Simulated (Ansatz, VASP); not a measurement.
# One calculation of Al6Co5Ni, two programs

```xyz
12
Lattice="2.8656 0.0000 0.0000 0.0000 2.8656 0.0000 0.0000 0.0000 17.1629" Properties=species:S:1:pos:R:3 pbc="T T T"
Al    0.0000    0.0000   15.6877
Al    0.0000    0.0000    1.4752
Al    0.0000    0.0000    4.3125
Al    0.0000    0.0000    7.1575
Al    0.0000    0.0000   10.0054
Al    0.0000    0.0000   12.8504
Co    1.4328    1.4328    2.8777
Co    1.4328    1.4328    5.7376
Co    1.4328    1.4328    8.5814
Co    1.4328    1.4328   11.4252
Co    1.4328    1.4328   14.2852
Ni    1.4328    1.4328    0.0000
```

Alike in both runs: functional PBE; k mesh 6 × 6 × 1; occupations gaussian, width 0.1 eV; collinear spin.

Ansatz relaxed the structure, and its values are those at the end. VASP's run is a single point on that final structure, the one shown.

|  | VASP | Ansatz |
| --- | --- | --- |
| version | VASP 6.6.1 | Ansatz 0.2.0 |
| potentials or method | VASP PAW PBE potentials, release 64 (Al, Co, Ni), cutoff 520 eV | scalar-relativistic, plane waves, PAW |
| valence electrons in the cell | 73 | 121 |

Ansatz gave:

```
gap on the k mesh at the Fermi level (eV)                     : none
pressure (GPa)                                                : 0.0
net moment per atom (μB)                                      : 0.14
size of the moment on the site where the two differ most (μB) : 0.48
```

**Question.** Which values does VASP return?

**Answer.** gap on the k mesh at the Fermi level (eV): none; pressure (GPa): -0.1; net moment per atom (μB): 0.14; size of the moment on the site where the two differ most (μB): 0.47.

Site moments also hang on the region over which each program counts them. A gap of «none» marks a metal or a gap that the smearing closes. VASP's potentials hold 73 valence electrons a cell and Ansatz's 121, so a difference there can come from the potentials and not from the codes. Ansatz's warnings: seeded moment not kept.

The k mesh is coarse, so the values compare programs but aren't converged.
